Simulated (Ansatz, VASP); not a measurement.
# Ga2O3 in VASP and in Ansatz

```
CELL_PARAMETERS angstrom
6.31124 -1.56514 -0.00257
6.31124 1.56514 -0.00257
-1.42515 0.00000 5.54754
ATOMIC_POSITIONS crystal
Ga 0.34169 0.34169 0.68693
Ga 0.65831 0.65831 0.31307
Ga 0.91426 0.91426 0.21235
Ga 0.08574 0.08574 0.78765
O 0.50288 0.50288 0.73994
O 0.49712 0.49712 0.26006
O 0.82501 0.82501 0.43184
O 0.17499 0.17499 0.56816
O 0.15822 0.15822 0.10850
O 0.84178 0.84178 0.89150
```

Change from the starting cell: epitaxial_xy strain +3.0%.

Alike in both runs: task single point; functional PBE; k mesh 8 × 8 × 4; occupations fermi-dirac, width 0.02 eV; no spin polarisation.

|  | VASP | Ansatz |
| --- | --- | --- |
| version | VASP 6.6.1 | Ansatz 0.2.0 |
| potentials or method | VASP PAW PBE potentials, release 64 (Ga_d, O) | plane waves, PAW |
| plane-wave cutoff (eV) | 520 | 420 |
| valence electrons in the cell | 88 | 88 |

|  | VASP | Ansatz | Ansatz less VASP |
| --- | --- | --- | --- |
| gap on the k mesh at the Fermi level (eV) | 1.89 | 1.91 | +0.013 |
| pressure (GPa) | 1.6 | 1.0 | -0.58 |
| traceless stress, the component that is largest in VASP (GPa) | 6.12 | 6.20 | +0.079 |
| rms of the force components (eV/Å) | 0.061 | 0.058 | -0.0027 |

Atom by atom the forces differ by 0.007 eV/Å (rms over components).
